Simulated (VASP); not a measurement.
# Li (Im-3m) in VASP: a series of runs

Li is run at these levels: PBEsol; tasks: single point, relaxation of cell and atoms.

All numbers are computed with VASP 6.6.1; they aren't measurements. Logs are shortened: lines on timing, memory, paths and dates and some standing lists are left out, and cuts for length are marked.

### Step 1. The cell of the first run

The structure is cubic, space group Im-3m (No. 229). Conventional cell: a = 2.844 Å, b = 2.844 Å, c = 2.844 Å, α = 90.00°, β = 90.00°, γ = 90.00°. Within 3.3 Å of Li (site symmetry m-3m) lie 14 Li at 2.46 to 2.84 Å.

### Step 2. Single point, PBEsol

Contents of INCAR:

```
PREC     = Accurate       # precision mode
ENCUT    = 520            # plane-wave cutoff, eV
EDIFF    = 1E-6           # SCF threshold, eV
ISMEAR   = 1              # smearing method
SIGMA    = 0.1            # smearing width, eV
LREAL    = F              # projectors in reciprocal space
LASPH    = T              # aspherical terms in the spheres
NELM     = 60             # most SCF steps
ALGO     = Normal         # electronic algorithm
ISIF     = 2              # what is computed and relaxed
LWAVE    = F              # write WAVECAR
LCHARG   = F              # write CHGCAR
GGA      = PS             # functional
NBANDS   = 8              # bands
```

Contents of KPOINTS:

```
regular mesh
0
Gamma
  11 11 11
```

Contents of POSCAR:

```
Li
1.0
   -1.4221108338      1.4221108338      1.4221108338
    1.4221108338     -1.4221108338      1.4221108338
    1.4221108338      1.4221108338     -1.4221108338
Li
1
Direct
    0.0000000000      0.0000000000      0.0000000000
```

Potentials or basis: VASP PAW PBE potentials, release 64 (Li_sv).

Started as:

```sh
$ cat potpaw_PBE.64/Li_sv/POTCAR > POTCAR
$ mpirun -np 1 vasp_std > vasp.out
```

OUTCAR:

```text
PREC = Accurate
   ENCUT = 520
   EDIFF = 1E-6
   ISMEAR = 1
   LREAL = F
   LASPH = T
   NELM = 60
   ISIF = 2
   GGA = PS

 ion  position               nearest neighbor table
   1  0.000  0.000  0.000-

  LATTYP: Found a body centered cubic cell.
 ALAT       =     2.8442216676

  Lattice vectors:

 A1 = (  -1.4221108338,   1.4221108338,   1.4221108338)
 A2 = (   1.4221108338,  -1.4221108338,   1.4221108338)
 A3 = (   1.4221108338,   1.4221108338,  -1.4221108338)

Analysis of symmetry for initial positions (statically):
=====================================================================
 Subroutine PRICEL returns:
 Original cell was already a primitive cell.

 Routine SETGRP: Setting up the symmetry group for a
 body centered cubic supercell.

 Subroutine GETGRP returns: Found 48 space group operations
 (whereof 48 operations were pure point group operations)
 out of a pool of 48 trial point group operations.

The static configuration has the point symmetry O_h .

Analysis of symmetry for dynamics (positions and initial velocities):
=====================================================================
 Subroutine PRICEL returns:
 Original cell was already a primitive cell.

 Routine SETGRP: Setting up the symmetry group for a
 body centered cubic supercell.

 Subroutine GETGRP returns: Found 48 space group operations
 (whereof 48 operations were pure point group operations)
 out of a pool of 48 trial point group operations.

The dynamic configuration has the point symmetry O_h .

 Subroutine INISYM returns: Found 48 space group operations
 (whereof 48 operations are pure point group operations),
 and found     1 'primitive' translations

----------------------------------------------------------------------------------------

                                     Primitive cell

  volume of cell :      11.5043

  direct lattice vectors                    reciprocal lattice vectors
    -1.422110834  1.422110834  1.422110834     0.000000000  0.351590037  0.351590037
     1.422110834 -1.422110834  1.422110834     0.351590037  0.000000000  0.351590037
     1.422110834  1.422110834 -1.422110834     0.351590037  0.351590037  0.000000000

  length of vectors
     2.463168218  2.463168218  2.463168218     0.497223398  0.497223398  0.497223398

  position of ions in fractional coordinates (direct lattice)
[... 72 lines left out ...]
   LNONCOLLINEAR =      F non collinear calculations
   LSORBIT =      F    spin-orbit coupling
   LASPH  =      T    aspherical Exc in radial PAW
   ENCUT  =  520.0 eV  38.22 Ry    6.18 a.u.   4.58  4.58  4.58*2*pi/ulx,y,z
   NELM   =     60;   NELMIN=  2; NELMDL= -5     # of ELM steps
   EDIFF  = 0.1E-05   stopping-criterion for ELM
   LREAL  =      F    real-space projection
   EDIFFG = 0.1E-04   stopping-criterion for IOM
   NSW    =      0    number of steps for IOM
   IBRION =     -1    ionic relax: 0-MD 1-quasi-New 2-CG
   NFREE  =      0    steps in history (QN), initial steepest desc. (CG)
   ISIF   =      2    stress and relaxation
   ISYM   =      2    0-nonsym 1-usesym 2-fastsym
   POTIM  = 0.5000    time-step for ionic-motion
   TEBEG  =    0.0;   TEEND  =   0.0 temperature during run
   PSTRESS=    0.0 pullay stress
   NELECT =       3.0000    total number of electrons
   NUPDOWN=      -1.0000    fix difference up-down
   EMIN   =  10.00;   EMAX   =-10.00  energy-range for DOS
   EFERMI =   0.00;   METHOD = LEGACY
   ISMEAR =     1;   SIGMA  =   0.10  broadening in eV -4-tet -1-fermi 0-gaus
   EFERMI_NEDOS =   21; number of points for ismear=-14 and -15
   IALGO  =     38    algorithm
   IMIX   =      4    mixing-type and parameters
     AMIX     =   0.40;   BMIX     =  1.00
     AMIX_MAG =   1.60;   BMIX_MAG =  1.00
  volume/ion in A,a.u.               =      11.50        77.63
  Fermi-wavevector in a.u.,A,eV,Ry     =   1.045912  1.976487 14.883847  1.093932
  Thomas-Fermi vector in A             =   2.180728
   LORBIT       =      0    0 simple, 1 ext, 2 COOP (PROOUT), +10 PAW based schemes
   GGA     = PS    functional components
   LHFCALC =     F    Hartree Fock is set to
   AEXX    =    0.0000 exact exchange contribution
   IVDW    =     0    specifies the selected vdW correction
   LEPSILON=     F    determine dielectric tensor
   LRPA    =     F    only Hartree local field effects (RPA)
 non-spin polarized calculation
 Methfessel and Paxton  Order N= 1 SIGMA  =   0.10
  energy-cutoff  :      520.00
  volume of cell :       11.50
 maximum number of plane-waves:       323
   NGX =  9   NGY =  9   NGZ =  9

 number of electron       2.9999989 magnetization

 Free energy of the ion-electron system (eV)
  ---------------------------------------------------
  ext. energy  EPLUGINS =         0.00000000
  ---------------------------------------------------
  free energy    TOTEN  =        -1.60670138 eV

  energy without entropy =       -1.60577515  energy(sigma->0) =       -1.60639263

 E-fermi :   2.6617     XC(G=0):  -8.5598

 val. band max:        2.6471350501   @ k =  -0.3636   0.4545   0.0909
 cond. band min:       2.7563060072   @ k =  -0.4545   0.4545   0.0909
 fundamental gap:      0.1091709571
 Fermi energy:         2.6617008569

 k-point     1 :       0.0000    0.0000    0.0000
  band No.  band energies     occupation
      1     -42.5282      2.00000
      2      -1.4273      2.00000
      3      24.2200      0.00000
      4      24.2201      0.00000
      5      24.2201      0.00000
      6      30.5777      0.00000
      7      30.5777      0.00000
      8      30.5777      0.00000
[... 243 lines left out ...]
 k-point    24 :       0.3636    0.1818    0.0909
  band No.  band energies     occupation
      1     -42.3586      2.00000
      2       4.1260     -0.00000
      3       7.5702      0.00000
      4      12.4881      0.00000
      5      17.7302      0.00000
      6      31.2389      0.00000
      7      32.5253      0.00000
      8      37.1335      0.00000

 [... further k-points ...]
[... 5 lines left out ...]
  --------------------------------------------------------------------------------------
  -------------------------------------------------------------------------------------
  Total        1.4217898      1.4217898      1.4217898     -0.0000000     -0.0000000      0.0000000
  in kB      198.0093252    198.0093252    198.0093252     -0.0000000     -0.0000000      0.0000000
  external PRESSURE =     198.0093252 kB  Pullay stress =       0.0000000 kB

 VOLUME and BASIS-vectors are now :
 -----------------------------------------------------------------------------
  energy-cutoff  :      520.00
  volume of cell :       11.50
      direct lattice vectors                 reciprocal lattice vectors
    -1.422110834  1.422110834  1.422110834     0.000000000  0.351590037  0.351590037
     1.422110834 -1.422110834  1.422110834     0.351590037  0.000000000  0.351590037
     1.422110834  1.422110834 -1.422110834     0.351590037  0.351590037  0.000000000

 POSITION                                       TOTAL-FORCE (eV/Angst)
 -----------------------------------------------------------------------------------
      0.00000      0.00000      0.00000        -0.000000     -0.000000      0.000000
 -----------------------------------------------------------------------------------
    total drift:                                0.000000     -0.000000      0.000000

  FREE ENERGIE OF THE ION-ELECTRON SYSTEM (eV)
  ---------------------------------------------------
  free  energy   TOTEN  =        -1.6067013767 eV

  energy  without entropy=       -1.6057751512  energy(sigma->0) =       -1.60639263
```

OSZICAR:

```text
N       E                     dE             d eps       ncg     rms          rms(c)
DAV:   1    -0.119510800307E+00   -0.11951E+00   -0.74518E+02   952   0.268E+02
DAV:   2    -0.158812656207E+01   -0.14686E+01   -0.14059E+01  1328   0.312E+01
DAV:   3    -0.159372216762E+01   -0.55956E-02   -0.55963E-02  1024   0.188E+00
DAV:   4    -0.159375209604E+01   -0.29928E-04   -0.29928E-04  1304   0.972E-02
DAV:   5    -0.159375215383E+01   -0.57795E-07   -0.57554E-07  1048   0.345E-03    0.637E-01
DAV:   6    -0.160088523583E+01   -0.71331E-02   -0.28322E-03   912   0.292E-01    0.411E-01
DAV:   7    -0.160667947671E+01   -0.57942E-02   -0.99596E-03   920   0.498E-01    0.596E-02
DAV:   8    -0.160669677737E+01   -0.17301E-04   -0.12009E-04  1136   0.749E-02    0.107E-02
DAV:   9    -0.160669985607E+01   -0.30787E-05   -0.84513E-06  1128   0.261E-02    0.111E-03
DAV:  10    -0.160670133517E+01   -0.14791E-05   -0.97073E-07  1008   0.880E-03    0.808E-04
DAV:  11    -0.160670137672E+01   -0.41545E-07   -0.17243E-07   976   0.265E-03
   1 F= -.16067014E+01 E0= -.16063926E+01  d E =-.926225E-03
```

stdout:

```text
POSCAR found type information on POSCAR Li
 POSCAR found :  1 types and       1 ions
 scaLAPACK will be used
 -----------------------------------------------------------------------------
|                                                                             |
|                                                                             |
|     You enforced a specific xc type in the INCAR file but a different       |
|     I HOPE YOU KNOW WHAT YOU ARE DOING!                                     |
|                                                                             |
 -----------------------------------------------------------------------------

 LDA part: xc-table for (Slater+PW92), standard interpolation
 POSCAR, INCAR and KPOINTS ok, starting setup
 FFT: planning ... GRIDC
 FFT: planning ... GRID_SOFT
 FFT: planning ... GRID
 WAVECAR not read
 entering main loop
```

It took 3.3 s on 1 thread of Intel Xeon Platinum 8259CL at 2.50GHz (Skylake/Cascade Lake), shared host; peak memory 0.11 GiB.

What came out:

* Free energy: -1.6067 eV
* Band gap on the k mesh: zero (an odd number of electrons rules out a gap without spin polarisation)

Caveat: the cutoff is under 1.25 times the usual one of these potentials, so pressure, stress and relaxed cells hold a basis-set (Pulay) error; the PAW data sets were made with another functional, which shifts forces and pressure a little.

[end of part 1 of 2]
